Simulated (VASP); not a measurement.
# KF (Fm-3m) in VASP: settings compared, part 2 of 2

VASP 6.6.1. The steps go on from the part before.

## 4. Single point, PBE-based screened hybrid with 30 % exact exchange

File POSCAR:

```
KF
1.0
    0.0000000000      2.6589566777      2.6589566777
    2.6589566777      0.0000000000      2.6589566777
    2.6589566777      2.6589566777      0.0000000000
K F
1 1
Direct
    0.0000000000      0.0000000000      0.0000000000
    0.5000000000      0.5000000000      0.5000000000
```

File INCAR.step1:

```
ALGO = Normal
EDIFF = 1E-5
ENCUT = 520
GGA = PE
ISIF = 2
ISMEAR = 0
LASPH = True
LCHARG = False
LREAL = False
LWAVE = True
NBANDS = 15
NELM = 100
PREC = Accurate
SIGMA = 0.01
```

File INCAR.step2:

```
AEXX = 0.3
ALGO = Normal
EDIFF = 1E-6
ENCUT = 520
GGA = PE
HFSCREEN = 0.1
ISIF = 2
ISMEAR = 0
ISTART = 1
LASPH = True
LCHARG = False
LHFCALC = True
LREAL = False
LWAVE = False
NBANDS = 15
NELM = 100
PREC = Accurate
PRECFOCK = Normal
SIGMA = 0.01
```

File KPOINTS:

```
k-points
0
Gamma
  4 4 4
```

Potentials or basis: VASP PAW PBE potentials, release 64 (K_sv, F).

Command:

```
> cat potpaw_PBE.64/K_sv/POTCAR potpaw_PBE.64/F/POTCAR > POTCAR
> cp INCAR.step1 INCAR
> mpirun -np 1 vasp_std > vasp.out
> cp INCAR.step2 INCAR
> mpirun -np 1 vasp_std > vasp.out
```

OUTCAR:

```text
AEXX = 0.3
   EDIFF = 1E-6
   ENCUT = 520
   GGA = PE
   HFSCREEN = 0.1
   ISIF = 2
   ISMEAR = 0
   ISTART = 1
   LASPH = True
   LHFCALC = True
   LREAL = False
   NELM = 100
   PREC = Accurate
   PRECFOCK = Normal

 ion  position               nearest neighbor table
   1  0.000  0.000  0.000-   2 2.66   2 2.66   2 2.66   2 2.66   2 2.66   2 2.66
   2  0.500  0.500  0.500-   1 2.66   1 2.66   1 2.66   1 2.66   1 2.66   1 2.66

  LATTYP: Found a face centered cubic cell.
 ALAT       =     5.3179133554

  Lattice vectors:

 A1 = (   0.0000000000,   2.6589566777,   2.6589566777)
 A2 = (   2.6589566777,   0.0000000000,   2.6589566777)
 A3 = (   2.6589566777,   2.6589566777,   0.0000000000)

Analysis of symmetry for initial positions (statically):
=====================================================================
 Subroutine PRICEL returns:
 Original cell was already a primitive cell.

 Routine SETGRP: Setting up the symmetry group for a
 face centered cubic supercell.

 Subroutine GETGRP returns: Found 48 space group operations
[... 165 lines left out ...]
      1     -32.8449      2.00000
      2     -25.4627      2.00000
      3     -14.4448      2.00000
      4     -14.4448      2.00000
      5     -14.4448      2.00000
      6      -4.9374      2.00000
      7      -4.9374      2.00000
      8      -4.9374      2.00000
      9       4.1831      0.00000
     10       9.0814      0.00000
     11       9.0814      0.00000
     12       9.0814      0.00000
     13      10.9794      0.00000
     14      10.9794      0.00000
[... 113 lines left out ...]
      2     -25.5144      2.00000
      3     -14.8735      2.00000
      4     -14.8735      2.00000
      5     -14.5304      2.00000
      6      -5.3647      2.00000
      7      -5.0848      2.00000
      8      -5.0848      2.00000
      9       7.9262      0.00000
     10       7.9262      0.00000
     11       9.7333      0.00000
     12      12.1052      0.00000
     13      13.1338      0.00000
     14      13.5638      0.00000
     15      14.8156      0.00000

------------------------ aborting loop because EDIFF is reached ----------------------------------------

  FORCE on cell =-STRESS in cart. coord.  units (eV):
  Direction    XX          YY          ZZ          XY          YZ          ZX
  --------------------------------------------------------------------------------------
  -------------------------------------------------------------------------------------
  Total        0.1964063      0.1964063      0.1964063      0.0000000      0.0000000     -0.0000000
  in kB        8.3695501      8.3695501      8.3695501      0.0000000      0.0000000     -0.0000000
  external PRESSURE =       8.3695501 kB  Pullay stress =       0.0000000 kB

 VOLUME and BASIS-vectors are now :
 -----------------------------------------------------------------------------
  energy-cutoff  :      520.00
  volume of cell :       37.60
      direct lattice vectors                 reciprocal lattice vectors
     0.000000000  2.658956678  2.658956678    -0.188043681  0.188043681  0.188043681
     2.658956678  0.000000000  2.658956678     0.188043681 -0.188043681  0.188043681
     2.658956678  2.658956678  0.000000000     0.188043681  0.188043681 -0.188043681

 POSITION                                       TOTAL-FORCE (eV/Angst)
 -----------------------------------------------------------------------------------
      0.00000      0.00000      0.00000         0.000000      0.000000     -0.000000
      2.65896      2.65896      2.65896         0.000000      0.000000      0.000000
 -----------------------------------------------------------------------------------
    total drift:                               -0.000001     -0.000001     -0.000001

  FREE ENERGIE OF THE ION-ELECTRON SYSTEM (eV)
  ---------------------------------------------------
  free  energy   TOTEN  =       -10.6187378610 eV

  energy  without entropy=      -10.6187378610  energy(sigma->0) =      -10.61873786
```

OUTCAR.step1:

```text
EDIFF = 1E-5
   ENCUT = 520
   GGA = PE
   ISIF = 2
   ISMEAR = 0
[... 346 lines left out ...]
 -----------------------------------------------------------------------------------
      0.00000      0.00000      0.00000        -0.000000     -0.000000     -0.000000
      2.65896      2.65896      2.65896         0.000000      0.000000      0.000000
 -----------------------------------------------------------------------------------
    total drift:                                0.000000      0.000000      0.000000

  FREE ENERGIE OF THE ION-ELECTRON SYSTEM (eV)
  ---------------------------------------------------
  free  energy   TOTEN  =        -8.2835848512 eV

  energy  without entropy=       -8.2835848512  energy(sigma->0) =       -8.28358485
```

Run time: 5.3 min. Hardware: 1 thread of Intel Xeon Platinum 8259CL at 2.50GHz (Skylake/Cascade Lake), shared host; peak memory 0.27 GiB.

Results:

| Property | Result |
| --- | --- |
| Free energy | -10.6187 eV |
| Pressure | 0.8 GPa |
| Band gap on the k mesh | 9.12 eV |

Levels at points of the mesh, in eV from the valence-band top:
```
           k point  band 5  band 6  band 7  band 8  band 9  band 10  band 11  band 12
(0.00, 0.00, 0.00)   -9.51    0.00    0.00    0.00    9.12    14.02    14.02    14.02
(0.50, 0.00, 0.00)   -9.54   -0.81   -0.37   -0.37   12.19    13.67    15.61    15.61
(0.50, 0.50, 0.00)   -9.74   -0.19   -0.05   -0.05   11.24    13.67    14.95    17.36
```

Caveat: the k points lie up to 0.51 Å⁻¹ apart; the PAW data sets were made with another functional, which shifts forces and pressure a little.

## 5. Single point, HSE06

POSCAR is that of step 4.

File INCAR.step1:

```
PREC = Accurate ; ENCUT = 520
EDIFF = 1E-5 ; ISMEAR = 0
SIGMA = 0.05 ; LREAL = F
LASPH = T ; NELM = 80
ALGO = Normal ; ISIF = 2
LWAVE = T ; LCHARG = F
GGA = PE ; NBANDS = 15
```

File INCAR.step2:

```
PREC = Accurate ; ENCUT = 520
EDIFF = 1E-7 ; ISMEAR = 0
SIGMA = 0.05 ; LREAL = F
LASPH = T ; NELM = 80
ALGO = Normal ; ISIF = 2
LWAVE = F ; LCHARG = F
GGA = PE ; LHFCALC = T
HFSCREEN = 0.2079 ; PRECFOCK = Normal
ISTART = 1 ; NBANDS = 15
```

File KPOINTS:

```
Automatic mesh
0
Gamma
  4 4 4
```

Command:

```
> cat potpaw_PBE.64/K_sv/POTCAR potpaw_PBE.64/F/POTCAR > POTCAR
> cp INCAR.step1 INCAR
> mpirun -np 1 vasp_std > vasp.out
> cp INCAR.step2 INCAR
> mpirun -np 1 vasp_std > vasp.out
```

Run time: 6.6 min. Hardware: 1 thread of Intel Xeon Platinum 8259CL at 2.50GHz (Skylake/Cascade Lake), shared host; peak memory 0.27 GiB.

The run converged. Its results:

* Free energy: -9.9619 eV
* Pressure: 1.1 GPa
* Band gap on the k mesh: 8.24 eV

Levels at points of the mesh, in eV from the valence-band top:
```
           k point  band 6  band 7  band 8  band 9  band 10  band 11
(0.00, 0.00, 0.00)    0.00    0.00    0.00    8.24    13.06    13.06
(0.50, 0.00, 0.00)   -0.80   -0.36   -0.36   11.27    12.78    14.62
(0.50, 0.50, 0.00)   -0.19   -0.05   -0.05   10.33    12.71    14.05
```

Caveat: the k points lie up to 0.51 Å⁻¹ apart; the PAW data sets were made with another functional, which shifts forces and pressure a little.

## 6. Overview

```csv
level,smearing,share of exact exchange,screening parameter,gap on the mesh (eV),pressure (GPa)
PBE-based screened hybrid with 50 % exact exchange,gaussian 0.01 eV,0.5,0.2078 1/Å,10.32,0.2
PBE-based screened hybrid with 40 % exact exchange,gaussian 0.01 eV,0.4,0.1 1/Å,10.11,0.5
PBE-based screened hybrid with 30 % exact exchange,gaussian 0.01 eV,0.3,0.1 1/Å,9.12,0.8
HSE06,gaussian 0.05 eV,0.25,0.2079 1/Å,8.24,1.1
```

Alike in all rows: task single point; potentials or basis VASP PAW PBE potentials, release 64 (K_sv, F); no spin polarisation; cell as given; k mesh 4 × 4 × 4; cutoff (eV) 520.

Caveats: all runs use coarse meshes; the PAW data sets were made with another functional, which shifts forces and pressure a little.

Total energies depend on the potentials used, so only differences within one code and one set of settings carry meaning.
